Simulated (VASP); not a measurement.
# Ge2Sb2Te5 (P-3m1) in VASP: further runs

Runs on Ge2Sb2Te5. Level: PBEsol. Tasks: single point.

All numbers are computed with VASP 6.6.1; they aren't measurements. Logs are shortened: lines on timing, memory, paths and dates and some standing lists are left out, and cuts for length are marked.

### 1 The cell of the first run

The structure is trigonal, space group P-3m1 (No. 164). The conventional cell has a = 4.244 Å, b = 4.244 Å, c = 16.274 Å, α = 90.00°, β = 90.00°, γ = 120.00°. Within 3.7 Å of Ge (site symmetry 3m) lie 6 Te at 2.79 to 3.12 Å. Within 3.9 Å of Sb (site symmetry 3m) lie 6 Te at 2.96 to 3.10 Å. Within 4.1 Å of Te (site symmetry -3m) lie 6 Sb at 3.10 Å. Te (site symmetry 3m) has 3 Sb at 2.96 Å and 3 Ge at 3.12 Å within 3.9 Å. Te (site symmetry 3m) has 3 Ge at 2.79 Å and 3 Te at 3.57 Å within 3.7 Å.

### 2 Single point, PBEsol

INCAR reads:

```
PREC     = Accurate       # precision mode
ENCUT    = 520            # plane-wave cutoff, eV
EDIFF    = 1E-6           # SCF threshold, eV
ISMEAR   = 0              # smearing method
SIGMA    = 0.03           # smearing width, eV
LREAL    = F              # projectors in reciprocal space
LASPH    = T              # aspherical terms in the spheres
NELM     = 60             # most SCF steps
ALGO     = Normal         # electronic algorithm
ISIF     = 2              # what is computed and relaxed
LWAVE    = F              # write WAVECAR
LCHARG   = F              # write CHGCAR
GGA      = PS             # functional
NBANDS   = 44             # bands
```

KPOINTS reads:

```
regular mesh
0
Gamma
  9 9 2
```

POSCAR reads:

```
Ge2Sb2Te5
1.0
    4.2444000000      0.0000000000      0.0000000000
   -2.1222000000      3.6757582238      0.0000000000
    0.0000000000      0.0000000000     16.2740000000
Ge Sb Te
2 2 5
Direct
    0.0000000000      0.0000000000      0.3377431858
    0.0000000000      0.0000000000      0.6622568142
    0.3333333333      0.6666666667      0.1166512047
    0.6666666667      0.3333333333      0.8833487953
    0.0000000000      0.0000000000      0.0000000000
    0.3333333333      0.6666666667      0.7813977855
    0.6666666667      0.3333333333      0.2186022145
    0.3333333333      0.6666666667      0.4202212940
    0.6666666667      0.3333333333      0.5797787060
```

Potentials or basis: VASP PAW PBE potentials, release 64 (Ge_d, Sb, Te).

Started as:

```bash
cat potpaw_PBE.64/Ge_d/POTCAR potpaw_PBE.64/Sb/POTCAR potpaw_PBE.64/Te/POTCAR > POTCAR
mpirun -np 1 vasp_std > vasp.out
```

OUTCAR:

```text
PREC = Accurate
   ENCUT = 520
   EDIFF = 1E-6
   ISMEAR = 0
   LREAL = F
   LASPH = T
   NELM = 60
   ISIF = 2
   GGA = PS

 ion  position               nearest neighbor table
   1  0.000  0.000  0.338-   8 2.79   8 2.79   8 2.79   7 3.12   7 3.12   7 3.12
   2  0.000  0.000  0.662-   9 2.79   9 2.79   9 2.79   6 3.12   6 3.12   6 3.12
   3  0.333  0.667  0.117-   7 2.96   7 2.96   7 2.96   5 3.10   5 3.10   5 3.10
   4  0.667  0.333  0.883-   6 2.96   6 2.96   6 2.96   5 3.10   5 3.10   5 3.10
   5  0.000  0.000  0.000-   3 3.10   4 3.10   3 3.10   4 3.10   4 3.10   3 3.10
   6  0.333  0.667  0.781-   4 2.96   4 2.96   4 2.96   2 3.12   2 3.12   2 3.12
   7  0.667  0.333  0.219-   3 2.96   3 2.96   3 2.96   1 3.12   1 3.12   1 3.12
   8  0.333  0.667  0.420-   1 2.79   1 2.79   1 2.79   9 3.57   9 3.57   9 3.57
   9  0.667  0.333  0.580-   2 2.79   2 2.79   2 2.79   8 3.57   8 3.57   8 3.57

  LATTYP: Found a hexagonal cell.
 ALAT       =     4.2444000000
 C/A-ratio  =     3.8342286307

  Lattice vectors:

 A1 = (   4.2444000000,   0.0000000000,   0.0000000000)
 A2 = (  -2.1222000000,   3.6757582238,   0.0000000000)
 A3 = (   0.0000000000,   0.0000000000,  16.2740000000)

Analysis of symmetry for initial positions (statically):
=====================================================================
 Subroutine PRICEL returns:
 Original cell was already a primitive cell.

 Routine SETGRP: Setting up the symmetry group for a
 hexagonal supercell.

 Subroutine GETGRP returns: Found 12 space group operations
 (whereof 12 operations were pure point group operations)
 out of a pool of 24 trial point group operations.

The static configuration has the point symmetry D_3d.

Analysis of symmetry for dynamics (positions and initial velocities):
=====================================================================
 Subroutine PRICEL returns:
 Original cell was already a primitive cell.

 Routine SETGRP: Setting up the symmetry group for a
 hexagonal supercell.

 Subroutine GETGRP returns: Found 12 space group operations
 (whereof 12 operations were pure point group operations)
 out of a pool of 24 trial point group operations.

The dynamic configuration has the point symmetry D_3d.

 Subroutine INISYM returns: Found 12 space group operations
 (whereof 12 operations are pure point group operations),
 and found     1 'primitive' translations

----------------------------------------------------------------------------------------

                                     Primitive cell

  volume of cell :     253.8970

  direct lattice vectors                    reciprocal lattice vectors
     4.244400000  0.000000000  0.000000000     0.235604561  0.136026357  0.000000000
    -2.122200000  3.675758224  0.000000000     0.000000000  0.272052714  0.000000000
     0.000000000  0.000000000 16.274000000     0.000000000  0.000000000  0.061447708

  length of vectors
     4.244400000  4.244400000 16.274000000     0.272052714  0.272052714  0.061447708

  position of ions in fractional coordinates (direct lattice)
     0.000000000  0.000000000  0.337743186
     0.000000000  0.000000000  0.662256814
     0.333333333  0.666666667  0.116651205
     0.666666667  0.333333333  0.883348795
     0.000000000  0.000000000  0.000000000
     0.333333333  0.666666667  0.781397785
     0.666666667  0.333333333  0.218602215
     0.333333333  0.666666667  0.420221294
     0.666666667  0.333333333  0.579778706

  ion indices of the primitive-cell ions
   primitive index   ion index
                 1           1
                 2           2
                 3           3
                 4           4
                 5           5
                 6           6
                 7           7
                 8           8
                 9           9

----------------------------------------------------------------------------------------

 KPOINTS: regular mesh

Automatic generation of k-mesh.
 Grid dimensions read from file:
 generate k-points for:    9    9    2

 Generating k-lattice:

  Cartesian coordinates                     Fractional coordinates (reciprocal lattice)
     0.026178285  0.015114040  0.000000000     0.111111111  0.000000000  0.000000000
     0.000000000  0.030228079  0.000000000     0.000000000  0.111111111  0.000000000
     0.000000000  0.000000000  0.030723854     0.000000000  0.000000000  0.500000000

  Length of vectors
     0.030228079  0.030228079  0.030723854

  Shift w.r.t. Gamma in fractional coordinates (k-lattice)
     0.000000000  0.000000000  0.000000000

 Subroutine IBZKPT returns following result:
 ===========================================

 Found     24 irreducible k-points:

 Following reciprocal coordinates:
            Coordinates               Weight
  0.000000  0.000000  0.000000      1.000000
  0.111111  0.000000  0.000000      6.000000
  0.222222  0.000000  0.000000      6.000000
  0.333333  0.000000  0.000000      6.000000
  0.444444  0.000000  0.000000      6.000000
  0.111111  0.111111  0.000000      6.000000
[... 16 lines left out ...]
  0.333333  0.222222  0.500000     12.000000
  0.333333  0.333333  0.500000      2.000000
   k-points           NKPTS =     24   k-points in BZ     NKDIM =     24   number of bands    NBANDS=     44
   number of dos      NEDOS =    301   number of ions     NIONS =      9
   total plane-waves  NPLWV = 129024
   dimension x,y,z NGX =    32 NGY =   32 NGZ =  126
   dimension x,y,z NGXF=    64 NGYF=   64 NGZF=  252
   ions per type =               2   2   5
   NGX,Y,Z   is equivalent  to a cutoff of  12.53, 12.53, 12.87 a.u.
   NGXF,Y,Z  is equivalent  to a cutoff of  25.07, 25.07, 25.74 a.u.
 SYSTEM =  unknown system
   PREC   = accura    normal or accurate (medium, high low for compatibility)
   ISTART =      0    job   : 0-new  1-cont  2-samecut
   ICHARG =      2    charge: 1-file 2-atom 10-const
   ISPIN  =      1    spin polarized calculation?
   LNONCOLLINEAR =      F non collinear calculations
   LSORBIT =      F    spin-orbit coupling
   LASPH  =      T    aspherical Exc in radial PAW
   ENCUT  =  520.0 eV  38.22 Ry    6.18 a.u.   7.89  7.89 30.26*2*pi/ulx,y,z
   NELM   =     60;   NELMIN=  2; NELMDL= -5     # of ELM steps
   EDIFF  = 0.1E-05   stopping-criterion for ELM
   LREAL  =      F    real-space projection
   EDIFFG = 0.1E-04   stopping-criterion for IOM
   NSW    =      0    number of steps for IOM
   IBRION =     -1    ionic relax: 0-MD 1-quasi-New 2-CG
   NFREE  =      0    steps in history (QN), initial steepest desc. (CG)
   ISIF   =      2    stress and relaxation
   ISYM   =      2    0-nonsym 1-usesym 2-fastsym
   POTIM  = 0.5000    time-step for ionic-motion
   TEBEG  =    0.0;   TEEND  =   0.0 temperature during run
   PSTRESS=    0.0 pullay stress
   NELECT =      68.0000    total number of electrons
   NUPDOWN=      -1.0000    fix difference up-down
   EMIN   =  10.00;   EMAX   =-10.00  energy-range for DOS
   EFERMI =   0.00;   METHOD = LEGACY
   ISMEAR =     0;   SIGMA  =   0.03  broadening in eV -4-tet -1-fermi 0-gaus
   EFERMI_NEDOS =   21; number of points for ismear=-14 and -15
   IALGO  =     38    algorithm
   IMIX   =      4    mixing-type and parameters
     AMIX     =   0.40;   BMIX     =  1.00
     AMIX_MAG =   1.60;   BMIX_MAG =  1.00
  volume/ion in A,a.u.               =      28.21       190.38
  Fermi-wavevector in a.u.,A,eV,Ry     =   1.055258  1.994148 15.151030  1.113569
  Thomas-Fermi vector in A             =   2.190449
   LORBIT       =      0    0 simple, 1 ext, 2 COOP (PROOUT), +10 PAW based schemes
   GGA     = PS    functional components
   LHFCALC =     F    Hartree Fock is set to
   AEXX    =    0.0000 exact exchange contribution
   IVDW    =     0    specifies the selected vdW correction
   LEPSILON=     F    determine dielectric tensor
   LRPA    =     F    only Hartree local field effects (RPA)
 non-spin polarized calculation
 Gauss-broadening in eV      SIGMA  =   0.03
  energy-cutoff  :      520.00
  volume of cell :      253.90
 maximum number of plane-waves:      6864
 NGX is ok and might be reduce to    32
   NGX = 15   NGY = 15   NGZ = 61

 number of electron      68.0000037 magnetization

 Free energy of the ion-electron system (eV)
  ---------------------------------------------------
  ext. energy  EPLUGINS =         0.00000000
  ---------------------------------------------------
  free energy    TOTEN  =       -37.30488950 eV

  energy without entropy =      -37.30405281  energy(sigma->0) =      -37.30447116

 E-fermi :   6.9398     XC(G=0):  -9.8903

 val. band max:        6.9395506936   @ k =   0.1111   0.0000   0.0000
 cond. band min:       6.9405969668   @ k =   0.0000   0.0000   0.5000
 fundamental gap:      0.0010462731
 Fermi energy:         6.9398190125

 k-point     1 :       0.0000    0.0000    0.0000
  band No.  band energies     occupation
      1     -17.7240      2.00000
      2     -17.7240      2.00000
      3     -17.7240      2.00000
      4     -17.7240      2.00000
      5     -17.7104      2.00000
      6     -17.7104      2.00000
[... 36 lines left out ...]
     43       8.8155      0.00000
     44       9.2102      0.00000

 k-point     2 :       0.1111    0.0000    0.0000
  band No.  band energies     occupation
      1     -17.7243      2.00000
      2     -17.7243      2.00000
      3     -17.7237      2.00000
      4     -17.7237      2.00000
      5     -17.7106      2.00000
      6     -17.7106      2.00000
[... 36 lines left out ...]
     43       9.3286      0.00000
     44       9.5588      0.00000

 k-point     3 :       0.2222    0.0000    0.0000
  band No.  band energies     occupation
      1     -17.7252      2.00000
      2     -17.7252      2.00000
      3     -17.7230      2.00000
      4     -17.7230      2.00000
      5     -17.7110      2.00000
      6     -17.7110      2.00000
[... 36 lines left out ...]
     43       9.8527      0.00000
     44      10.0765      0.00000

 k-point     4 :       0.3333    0.0000    0.0000
  band No.  band energies     occupation
      1     -17.7262      2.00000
      2     -17.7262      2.00000
      3     -17.7222      2.00000
      4     -17.7222      2.00000
      5     -17.7114      2.00000
      6     -17.7114      2.00000
[... 882 lines left out ...]
     43      10.6925      0.00000
     44      10.8100      0.00000

 k-point    23 :       0.3333    0.2222    0.5000
  band No.  band energies     occupation
      1     -17.7260      2.00000
      2     -17.7259      2.00000
      3     -17.7226      2.00000
      4     -17.7226      2.00000
      5     -17.7113      2.00000
      6     -17.7113      2.00000
[... 36 lines left out ...]
     43      10.7379      0.00000
     44      11.1094      0.00000

 k-point    24 :       0.3333    0.3333    0.5000
  band No.  band energies     occupation
      1     -17.7256      2.00000
      2     -17.7256      2.00000
      3     -17.7230      2.00000
      4     -17.7230      2.00000
      5     -17.7110      2.00000
      6     -17.7110      2.00000
[... 36 lines left out ...]
     43      11.4932      0.00000
     44      11.8053      0.00000

------------------------ aborting loop because EDIFF is reached ----------------------------------------

  FORCE on cell =-STRESS in cart. coord.  units (eV):
  Direction    XX          YY          ZZ          XY          YZ          ZX
  --------------------------------------------------------------------------------------
  -------------------------------------------------------------------------------------
  Total        1.7610177      1.7610177      5.4972168     -0.0000000      0.0000000      0.0000000
  in kB       11.1126272     11.1126272     34.6893281     -0.0000000      0.0000000      0.0000000
  external PRESSURE =      18.9715275 kB  Pullay stress =       0.0000000 kB

 VOLUME and BASIS-vectors are now :
 -----------------------------------------------------------------------------
  energy-cutoff  :      520.00
  volume of cell :      253.90
      direct lattice vectors                 reciprocal lattice vectors
     4.244400000  0.000000000  0.000000000     0.235604561  0.136026357  0.000000000
    -2.122200000  3.675758224  0.000000000     0.000000000  0.272052714  0.000000000
     0.000000000  0.000000000 16.274000000     0.000000000  0.000000000  0.061447708

 POSITION                                       TOTAL-FORCE (eV/Angst)
 -----------------------------------------------------------------------------------
      0.00000      0.00000      5.49643        -0.000000      0.000000     -0.167098
      0.00000      0.00000     10.77757         0.000000     -0.000000      0.167098
     -0.00000      2.45051      1.89838         0.000000     -0.000000     -0.126060
      2.12220      1.22525     14.37562        -0.000000      0.000000      0.126060
      0.00000      0.00000      0.00000        -0.000000      0.000000      0.000000
     -0.00000      2.45051     12.71647        -0.000000      0.000000     -0.295865
      2.12220      1.22525      3.55753        -0.000000     -0.000000      0.295865
     -0.00000      2.45051      6.83868         0.000000     -0.000000      0.297918
      2.12220      1.22525      9.43532        -0.000000      0.000000     -0.297918
 -----------------------------------------------------------------------------------
    total drift:                                0.000000     -0.000000      0.000000

  FREE ENERGIE OF THE ION-ELECTRON SYSTEM (eV)
  ---------------------------------------------------
  free  energy   TOTEN  =       -37.3048895041 eV

  energy  without entropy=      -37.3040528100  energy(sigma->0) =      -37.30447116
```

Wall time 5.7 min (1 thread of Intel Xeon 6975P-C, shared host); peak memory 0.51 GiB.

Results:

| Property | Result |
| --- | --- |
| Free energy | -37.3049 eV |
| Pressure | 1.9 GPa |
| Largest force | 0.298 eV/Å |
| Band gap on the k mesh | zero (band 34 reaches 6.94 eV, above the bottom of band 35 at 6.86 eV) |

Forces in eV/Å, atoms in the order of the input:
```
Ge   0.000  0.000 -0.167
Ge   0.000  0.000  0.167
Sb   0.000  0.000 -0.126
Sb   0.000  0.000  0.126
Te   0.000  0.000  0.000
Te   0.000  0.000 -0.296
Te   0.000  0.000  0.296
Te   0.000  0.000  0.298
Te   0.000  0.000 -0.298
```

Caveat: the PAW data sets were made with another functional, which shifts forces and pressure a little; spin-orbit coupling is left out, which moves the levels of the heavy elements.

(Continued in part 2 of 2.)
